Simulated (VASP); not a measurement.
# CuSi16 (a cell with a defect) in VASP: single point with PBE

Aim: the single point of CuSi16 (a cell with a defect) with PBE.

All numbers are computed with VASP 6.6.1; they aren't measurements. Logs are shortened: lines on timing, memory, paths and dates and some standing lists are left out, and cuts for length are marked.

## (1) The cell of the first run

The cell holds a defect, 17 atoms: a = 7.679 Å, b = 7.679 Å, c = 7.679 Å, α = 60.00°, β = 60.00°, γ = 60.00°.

## (2) Single point, PBE

Contents of INCAR:

```
SYSTEM = CuSi16
PREC = Accurate ; ENCUT = 520
EDIFF = 1E-6 ; ISMEAR = 0
SIGMA = 0.02 ; LREAL = Auto
LASPH = .TRUE. ; NELM = 100
ALGO = Normal ; ISIF = 2
LWAVE = .FALSE. ; LCHARG = .TRUE.
GGA = PE ; LELF = .TRUE.
LVHAR = .TRUE. ; NBANDS = 52
NELECT = 74.0
```

Contents of KPOINTS:

```
regular mesh
0
G
  2 2 2
  0 0 0
```

Contents of POSCAR:

```
CuSi16
1.0
    0.0000000000      5.4300000000      5.4300000000
    5.4300000000      0.0000000000      5.4300000000
    5.4300000000      5.4300000000      0.0000000000
Si Cu
16 1
Direct
   -0.0024990792     -0.0033782689     -0.0059057090
    0.1362051565      0.1352712707      0.0889806630
    0.0167963168      0.0147149171      0.4610259669
    0.1198006446      0.1184689687      0.6226522099
    0.0013144567      0.5084873849     -0.0084124309
    0.1165816759      0.6234234807      0.1327787293
   -0.0191063536      0.5103113260      0.5038557090
    0.1145171271      0.6440524862      0.6205031308
    0.5095229282      0.0004755985     -0.0086483425
    0.6242802026      0.1157028545      0.1327538674
    0.5120300184     -0.0204611418      0.5037165746
    0.6459730203      0.1129378453      0.6203216390
    0.4897170350      0.4888231123      0.0352127993
    0.6280624309      0.6272817680      0.1306635359
    0.5066561694      0.5048482505      0.5020957643
    0.6100677716      0.6087895028      0.6632046041
    0.3132093923      0.3116009208      0.5625852670
```

Potentials or basis: VASP PAW PBE potentials, release 64 (Si, Cu).

The run is started by

```sh
cat potpaw_PBE.64/Si/POTCAR potpaw_PBE.64/Cu/POTCAR > POTCAR
mpirun -np 1 vasp_std > vasp.out
```

OUTCAR:

```text
SYSTEM = CuSi16
   PREC = Accurate
   ENCUT = 520
   EDIFF = 1E-6
   ISMEAR = 0
   LREAL = Auto
   LASPH = .TRUE.
   NELM = 100
   ISIF = 2
   GGA = PE
   NELECT = 74.0

 ion  position               nearest neighbor table
   1  0.998  0.997  0.994-   4 2.33   6 2.34   2 2.34  10 2.34
   2  0.136  0.135  0.089-   3 2.33   1 2.34   5 2.35   9 2.35
   3  0.017  0.015  0.461-   4 2.32   2 2.33   8 2.34  12 2.34
   4  0.120  0.118  0.623-   3 2.32   1 2.33  17 2.33   7 2.46  11 2.46
   5  0.001  0.508  0.992-   8 2.33   6 2.33  14 2.34   2 2.35
   6  0.117  0.623  0.133-   7 2.33   5 2.33   1 2.34  13 2.35
   7  0.981  0.510  0.504-   6 2.33  16 2.34  17 2.37   8 2.41   4 2.46
   8  0.115  0.644  0.621-   5 2.33   3 2.34  17 2.37   7 2.41  15 2.46
   9  0.510  0.000  0.991-  12 2.33  10 2.33  14 2.34   2 2.35
  10  0.624  0.116  0.133-  11 2.33   9 2.33   1 2.34  13 2.35
  11  0.512  0.980  0.504-  10 2.33  16 2.34  17 2.37  12 2.41   4 2.46
  12  0.646  0.113  0.620-   9 2.33   3 2.34  17 2.37  11 2.41  15 2.46
  13  0.490  0.489  0.035-  16 2.33  14 2.34  10 2.35   6 2.35
  14  0.628  0.627  0.131-  15 2.33  13 2.34   9 2.34   5 2.34
  15  0.507  0.505  0.502-  16 2.32  14 2.33  17 2.33  12 2.46   8 2.46
  16  0.610  0.609  0.663-  15 2.32  13 2.33  11 2.34   7 2.34
  17  0.313  0.312  0.563-  15 2.33   4 2.33   8 2.37  11 2.37  12 2.37   7 2.37

  LATTYP: Found a face centered cubic cell.
 ALAT       =    10.8600000000

  Lattice vectors:

 A1 = (   0.0000000000,   5.4300000000,   5.4300000000)
 A2 = (   5.4300000000,   0.0000000000,   5.4300000000)
 A3 = (   5.4300000000,   5.4300000000,   0.0000000000)

Analysis of symmetry for initial positions (statically):
=====================================================================
 Subroutine PRICEL returns:
 Original cell was already a primitive cell.

 Routine SETGRP: Setting up the symmetry group for a
 face centered cubic supercell.

 Subroutine GETGRP returns: Found  1 space group operations
 (whereof  1 operations were pure point group operations)
 out of a pool of 48 trial point group operations.

The static configuration has the point symmetry C_1 .

Analysis of symmetry for dynamics (positions and initial velocities):
=====================================================================
 Subroutine PRICEL returns:
 Original cell was already a primitive cell.

 Routine SETGRP: Setting up the symmetry group for a
 face centered cubic supercell.

 Subroutine GETGRP returns: Found  1 space group operations
 (whereof  1 operations were pure point group operations)
 out of a pool of 48 trial point group operations.

The dynamic configuration has the point symmetry C_1 .

 Subroutine INISYM returns: Found  1 space group operations
 (whereof  1 operations are pure point group operations),
 and found     1 'primitive' translations

----------------------------------------------------------------------------------------

                                     Primitive cell

  volume of cell :     320.2060

  direct lattice vectors                    reciprocal lattice vectors
     0.000000000  5.430000000  5.430000000    -0.092081031  0.092081031  0.092081031
     5.430000000  0.000000000  5.430000000     0.092081031 -0.092081031  0.092081031
     5.430000000  5.430000000  0.000000000     0.092081031  0.092081031 -0.092081031

  length of vectors
     7.679179644  7.679179644  7.679179644     0.159489025  0.159489025  0.159489025

  position of ions in fractional coordinates (direct lattice)
     0.997500921  0.996621731  0.994094291
     0.136205156  0.135271271  0.088980663
     0.016796317  0.014714917  0.461025967
     0.119800645  0.118468969  0.622652210
     0.001314457  0.508487385  0.991587569
     0.116581676  0.623423481  0.132778729
[... 9 lines left out ...]
     0.610067772  0.608789503  0.663204604
     0.313209392  0.311600921  0.562585267

  ion indices of the primitive-cell ions
   primitive index   ion index
                 1           1
                 2           2
                 3           3
                 4           4
                 5           5
                 6           6
[... 9 lines left out ...]
                16          16
                17          17

----------------------------------------------------------------------------------------

 KPOINTS: regular mesh

Automatic generation of k-mesh.
 Grid dimensions read from file:
 generate k-points for:    2    2    2

 Generating k-lattice:

  Cartesian coordinates                     Fractional coordinates (reciprocal lattice)
    -0.046040516  0.046040516  0.046040516     0.500000000  0.000000000  0.000000000
     0.046040516 -0.046040516  0.046040516     0.000000000  0.500000000  0.000000000
     0.046040516  0.046040516 -0.046040516     0.000000000  0.000000000  0.500000000

  Length of vectors
     0.079744512  0.079744512  0.079744512

  Shift w.r.t. Gamma in fractional coordinates (k-lattice)
     0.000000000  0.000000000  0.000000000

 Subroutine IBZKPT returns following result:
 ===========================================

 Found      8 irreducible k-points:

 Following reciprocal coordinates:
            Coordinates               Weight
  0.000000  0.000000  0.000000      1.000000
  0.500000  0.000000  0.000000      1.000000
  0.000000  0.500000  0.000000      1.000000
  0.000000  0.000000  0.500000      1.000000
  0.500000  0.500000  0.500000      1.000000
  0.500000  0.500000  0.000000      1.000000
  0.000000  0.500000  0.500000      1.000000
  0.500000  0.000000  0.500000      1.000000
   k-points           NKPTS =      8   k-points in BZ     NKDIM =      8   number of bands    NBANDS=     52
   number of dos      NEDOS =    301   number of ions     NIONS =     17
   total plane-waves  NPLWV = 216000
   dimension x,y,z NGX =    60 NGY =   60 NGZ =   60
   dimension x,y,z NGXF=   120 NGYF=  120 NGZF=  120
   ions per type =              16   1
   NGX,Y,Z   is equivalent  to a cutoff of  12.99, 12.99, 12.99 a.u.
   NGXF,Y,Z  is equivalent  to a cutoff of  25.98, 25.98, 25.98 a.u.
 SYSTEM =  CuSi16
   PREC   = accura    normal or accurate (medium, high low for compatibility)
   ISTART =      0    job   : 0-new  1-cont  2-samecut
   ICHARG =      2    charge: 1-file 2-atom 10-const
   ISPIN  =      1    spin polarized calculation?
   LNONCOLLINEAR =      F non collinear calculations
   LSORBIT =      F    spin-orbit coupling
   LASPH  =      T    aspherical Exc in radial PAW
   ENCUT  =  520.0 eV  38.22 Ry    6.18 a.u.  14.28 14.28 14.28*2*pi/ulx,y,z
   NELM   =    100;   NELMIN=  2; NELMDL= -5     # of ELM steps
   EDIFF  = 0.1E-05   stopping-criterion for ELM
   LREAL  =      T    real-space projection
   EDIFFG = 0.1E-04   stopping-criterion for IOM
   NSW    =      0    number of steps for IOM
   IBRION =     -1    ionic relax: 0-MD 1-quasi-New 2-CG
   NFREE  =      0    steps in history (QN), initial steepest desc. (CG)
   ISIF   =      2    stress and relaxation
   ISYM   =      2    0-nonsym 1-usesym 2-fastsym
   POTIM  = 0.5000    time-step for ionic-motion
   TEBEG  =    0.0;   TEEND  =   0.0 temperature during run
   PSTRESS=    0.0 pullay stress
   NELECT =      74.0000    total number of electrons
   NUPDOWN=      -1.0000    fix difference up-down
   EMIN   =  10.00;   EMAX   =-10.00  energy-range for DOS
   EFERMI =   0.00;   METHOD = LEGACY
   ISMEAR =     0;   SIGMA  =   0.02  broadening in eV -4-tet -1-fermi 0-gaus
   EFERMI_NEDOS =   21; number of points for ismear=-14 and -15
   IALGO  =     38    algorithm
   IMIX   =      4    mixing-type and parameters
     AMIX     =   0.40;   BMIX     =  1.00
     AMIX_MAG =   1.60;   BMIX_MAG =  1.00
  volume/ion in A,a.u.               =      18.84       127.11
  Fermi-wavevector in a.u.,A,eV,Ry     =   1.004636  1.898488 13.732283  1.009294
  Thomas-Fermi vector in A             =   2.137265
   LORBIT       =      0    0 simple, 1 ext, 2 COOP (PROOUT), +10 PAW based schemes
   GGA     = PE    functional components
   LHFCALC =     F    Hartree Fock is set to
   AEXX    =    0.0000 exact exchange contribution
   IVDW    =     0    specifies the selected vdW correction
   LEPSILON=     F    determine dielectric tensor
   LRPA    =     F    only Hartree local field effects (RPA)
 non-spin polarized calculation
 Gauss-broadening in eV      SIGMA  =   0.02
  energy-cutoff  :      520.00
  volume of cell :      320.21
 maximum number of plane-waves:      8646
 NGX is ok and might be reduce to    60
   NGX = 29   NGY = 29   NGZ = 29

 number of electron      73.9999995 magnetization

 Free energy of the ion-electron system (eV)
  ---------------------------------------------------
  ext. energy  EPLUGINS =         0.00000000
  ---------------------------------------------------
  free energy    TOTEN  =       -94.17019923 eV

  energy without entropy =      -94.17019923  energy(sigma->0) =      -94.17019923

 E-fermi :   6.3963     XC(G=0):  -9.6167

 val. band max:        6.3121526761   @ k =   0.0000   0.0000   0.0000
 cond. band min:       6.4803446186   @ k =   0.0000   0.0000   0.0000
 fundamental gap:      0.1681919425
 Fermi energy:         6.3962877614

 k-point     1 :       0.0000    0.0000    0.0000
  band No.  band energies     occupation
      1      -5.8994      2.00000
      2      -3.5543      2.00000
      3      -3.5170      2.00000
      4      -3.4841      2.00000
      5      -3.4705      2.00000
      6      -1.9427      2.00000
[... 41 lines left out ...]
     48       8.4144      0.00000
     49       8.5025      0.00000

 k-point     2 :       0.5000    0.0000    0.0000
  band No.  band energies     occupation
      1      -5.1761      2.00000
      2      -5.0020      2.00000
      3      -3.3238      2.00000
      4      -3.2142      2.00000
      5      -3.1091      2.00000
      6      -3.0959      2.00000
[... 304 lines left out ...]
 k-point     8 :       0.5000    0.0000    0.5000
  band No.  band energies     occupation
      1      -4.9313      2.00000
      2      -4.7183      2.00000
      3      -3.9185      2.00000
      4      -3.7739      2.00000
      5      -3.7493      2.00000
      6      -3.7327      2.00000
[... 41 lines left out ...]
     48      10.4240      0.00000
     49      10.4553      0.00000
 [bands above 49 left out]

------------------------ aborting loop because EDIFF is reached ----------------------------------------

  FORCE on cell =-STRESS in cart. coord.  units (eV):
  Direction    XX          YY          ZZ          XY          YZ          ZX
  --------------------------------------------------------------------------------------
  -------------------------------------------------------------------------------------
  Total       -1.2265318     -1.2367451     -0.8669454      1.2002855     -0.0851999     -0.0552701
  in kB       -6.1370533     -6.1881565     -4.3378333      6.0057279     -0.4263045     -0.2765484
  external PRESSURE =      -5.5543477 kB  Pullay stress =       0.0000000 kB

 VOLUME and BASIS-vectors are now :
 -----------------------------------------------------------------------------
  energy-cutoff  :      520.00
  volume of cell :      320.21
      direct lattice vectors                 reciprocal lattice vectors
     0.000000000  5.430000000  5.430000000    -0.092081031  0.092081031  0.092081031
     5.430000000  0.000000000  5.430000000     0.092081031 -0.092081031  0.092081031
     5.430000000  5.430000000  0.000000000     0.092081031  0.092081031 -0.092081031

 POSITION                                       TOTAL-FORCE (eV/Angst)
 -----------------------------------------------------------------------------------
     10.80959     10.81436     10.82809        -0.002685     -0.004139      0.007023
      1.21769      1.22276      1.47412        -0.000219      0.007105      0.000754
      2.58327      2.59458      0.17111         0.011130      0.000909     -0.010288
      4.02429      4.03152      1.29380        -0.012566     -0.006092      0.000617
      8.14541      5.39146      2.76822        -0.003487     -0.001640      0.000107
      4.10618      1.35403      4.01823         0.002773      0.001598     -0.004800
[... 9 lines left out ...]
      6.90693      6.91387      6.61839        -0.009836     -0.006874      0.009254
      4.74683      4.75556      3.39272        -0.001827      0.000176     -0.001948
 -----------------------------------------------------------------------------------
    total drift:                               -0.000532     -0.001715     -0.004676

  FREE ENERGIE OF THE ION-ELECTRON SYSTEM (eV)
  ---------------------------------------------------
  free  energy   TOTEN  =       -94.1701992272 eV

  energy  without entropy=      -94.1701992272  energy(sigma->0) =      -94.17019923
```

Run time: 4.4 min. Hardware: 1 thread of Intel Xeon Platinum 8559C (Emerald Rapids), shared host; peak memory 0.49 GiB.

Results:

| Item | Value |
| --- | --- |
| Free energy | -94.1702 eV |
| Largest force | 0.017 eV/Å |

Forces on the atoms (eV/Å):
```
Si  -0.003 -0.004  0.007
Si   0.000  0.007  0.001
Si   0.011  0.001 -0.010
Si  -0.013 -0.006  0.001
Si  -0.003 -0.002  0.000
Si   0.003  0.002 -0.005
Si   0.011 -0.006 -0.006
Si   0.004 -0.003  0.005
Si   0.003 -0.004 -0.004
Si  -0.005  0.005  0.001
Si   0.000  0.004 -0.016
Si  -0.006  0.003  0.009
Si   0.001 -0.002  0.005
Si  -0.002  0.007  0.001
Si   0.011  0.004  0.004
Si  -0.010 -0.007  0.009
Cu  -0.002  0.000 -0.002
```

Levels at points of the mesh, in eV from the Fermi level:
```csv
k point,band 34,band 35,band 36,band 37,band 38,band 39,band 40,band 41
"(0.00, 0.00, 0.00)",-1.10,-0.50,-0.09,-0.08,0.08,0.13,0.55,0.59
"(0.50, 0.00, 0.00)",-1.07,-0.99,-0.91,-0.73,0.69,1.04,1.10,1.29
"(0.00, 0.50, 0.00)",-1.07,-0.99,-0.91,-0.73,0.69,1.04,1.10,1.29
"(0.00, 0.00, 0.50)",-0.91,-0.90,-0.59,-0.42,0.59,1.00,1.47,1.48
"(0.50, 0.50, 0.50)",-1.08,-0.96,-0.90,-0.67,0.70,1.05,1.12,1.32
"(0.50, 0.50, 0.00)",-1.67,-1.47,-1.46,-1.10,0.74,0.82,1.89,2.10
"(0.00, 0.50, 0.50)",-1.66,-1.46,-1.44,-1.16,0.74,0.83,1.90,2.08
"(0.50, 0.00, 0.50)",-1.66,-1.46,-1.44,-1.16,0.74,0.83,1.90,2.08
```

Caveat: the k points lie up to 0.50 Å⁻¹ apart; the cell carries a net charge on a neutralising background, which shifts energy and pressure; the cell is charged against a uniform background, so pressure and absolute levels hang on convention.
